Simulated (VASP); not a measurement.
Input of a VASP 6.6.1 run:

POSCAR

```
Cl
1.0
    3.5344460202      0.0000000000      0.0000000000
   -1.7672230101      3.0609200417      0.0000000000
    0.0000000000      0.0000000000      5.7365930733
Cl
2
Direct
    0.3333333333      0.6666666667      0.2500000000
    0.6666666667      0.3333333333      0.7500000000
```

INCAR.step1

```
SYSTEM = Cl
PREC = Accurate
ENCUT = 520
ISMEAR = 0
SIGMA = 0.1
LREAL = .False.
LASPH = .True.
NELM = 100
NBANDS = 14
GGA = PE
ALGO = Normal
EDIFF = 1E-4
LWAVE = .True.
LCHARG = .False.
```

File INCAR.step2:

```
SYSTEM = Cl
PREC = Accurate
ENCUT = 520
EDIFF = 1E-6
ISMEAR = 0
SIGMA = 0.1
LREAL = .False.
LASPH = .True.
NELM = 100
ALGO = Normal
ISIF = 2
LWAVE = .False.
LCHARG = .False.
METAGGA = R2SCAN
LMIXTAU = .True.
NBANDS = 14
ISTART = 1
```

The input KPOINTS:

```
regular mesh
0
Gamma
  6 6 4
  0 0 0
```

Potentials or basis: VASP PAW PBE potentials, release 64 (Cl).

Launch:

```bash
$ cat potpaw_PBE.64/Cl/POTCAR > POTCAR
$ cp INCAR.step1 INCAR
$ mpirun -np 1 vasp_std > vasp.out
$ cp INCAR.step2 INCAR
$ mpirun -np 1 vasp_std > vasp.out
```

(1) Estimate the pressure.

(2) What does it give for the band gap on the k mesh?

Results:

(1) -5.1 GPa.

(2) zero (band 7 reaches -1.89 eV, above the bottom of band 8 at -2.94 eV).

Caveat: the PAW data sets were made with another functional, which shifts forces and pressure a little.
